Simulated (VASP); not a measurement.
A run of VASP 6.6.1:

Contents of INCAR:

```
PREC     = Accurate       # precision mode
ENCUT    = 520            # plane-wave cutoff, eV
EDIFF    = 1E-8           # SCF threshold, eV
ISMEAR   = -1             # smearing method
SIGMA    = 0.08           # smearing width, eV
LREAL    = F              # projectors in reciprocal space
LASPH    = T              # aspherical terms in the spheres
NELM     = 100            # most SCF steps
ALGO     = Normal         # electronic algorithm
ISIF     = 2              # what is computed and relaxed
LWAVE    = F              # write WAVECAR
LCHARG   = F              # write CHGCAR
GGA      = PS             # functional
LEFG     = T            
NBANDS   = 12             # bands
```

File KPOINTS:

```
regular mesh
0
Gamma
  17 17 17
```

Contents of POSCAR:

```
Ta
1.0
   -1.6512800000      1.6512800000      1.6182544000
    1.6512800000     -1.6512800000      1.6182544000
    1.6512800000      1.6512800000     -1.6182544000
Ta
1
Direct
    0.0000000000      0.0000000000      0.0000000000
```

Potentials or basis: VASP PAW PBE potentials, release 64 (Ta_pv).

The run is started by

```console
$ cat potpaw_PBE.64/Ta_pv/POTCAR > POTCAR
$ mpirun -np 1 vasp_std > vasp.out
```

Hardware: 1 thread of Intel(R) Xeon(R) Platinum 8488C (Sapphire Rapids), with other jobs on the host.

Task: How long does it take, and how much memory?

Result: Wall time 43 s on 1 thread of Intel(R) Xeon(R) Platinum 8488C (Sapphire Rapids) (shared host), peak memory 0.2 GiB. Counts: scf iterations 13, k points 405.
